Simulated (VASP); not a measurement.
Set up this calculation in VASP 6.6.1, as the native input.

| Property | Result |
| --- | --- |
| Task | single point |
| Functional | PBE |
| Dispersion | D3(BJ) |
| Potentials or basis | VASP PAW PBE potentials, release 64 (Si, O) |
| Cutoff | 520 eV |
| k mesh | 12 × 12 × 12 |
| Occupations | gaussian, width 0.02 eV |
| Spin | no spin polarisation |
| Dipole correction | no |
| Further INCAR settings | ALGO = Normal; EDIFF = 1e-06; NBANDS = 15 |

The structure of SiO2 lies in POSCAR:

```
SiO2
1.0
    1.3474631294      0.7779582003      5.0002505318
   -1.3474631294      0.7779582003      5.0002505318
    0.0000000000     -1.5559164011      5.0002505317
Si O
1 2
Direct
    0.5000000000      0.5000000000      0.5000000000
    0.7722720774      0.7722720774      0.7722720774
    0.2277279226      0.2277279226      0.2277279226
```

One way to write it, as run:

INCAR

```
SYSTEM = SiO2
ALGO     = Normal         ! electronic algorithm
EDIFF    = 1E-6           ! SCF threshold, eV
ENCUT    = 520            ! plane-wave cutoff, eV
GGA      = PE             ! functional
ISIF     = 2              ! what is computed and relaxed
ISMEAR   = 0              ! smearing method
IVDW     = 12             ! dispersion correction
LASPH    = .TRUE.         ! aspherical terms in the spheres
LCHARG   = .FALSE.        ! write CHGCAR
LREAL    = .FALSE.        ! projectors in reciprocal space
LWAVE    = .FALSE.        ! write WAVECAR
NBANDS   = 15             ! bands
NELM     = 60             ! most SCF steps
PREC     = Accurate       ! precision mode
SIGMA    = 0.02           ! smearing width, eV
```

KPOINTS

```
k-points
0
G
  12 12 12
  0 0 0
```

Potentials or basis: VASP PAW PBE potentials, release 64 (Si, O).

Run with:

```sh
$ cat potpaw_PBE.64/Si/POTCAR potpaw_PBE.64/O/POTCAR > POTCAR
$ mpirun -np 1 vasp_std > vasp.out
```

Results of the run:

```yaml
Pressure: -1.4 GPa
Largest_force: 0.012 eV/Å
Band_gap_on_the_k_mesh: 6.19 eV (least direct gap 6.55 eV)
Dispersion_energy_per_atom: -0.170 eV
```

It took 3 min on 1 thread of Intel(R) Xeon(R) Platinum 8175M CPU @ 2.50GHz (Skylake/Cascade Lake), with other jobs on the host, peak memory 0.28 GiB.
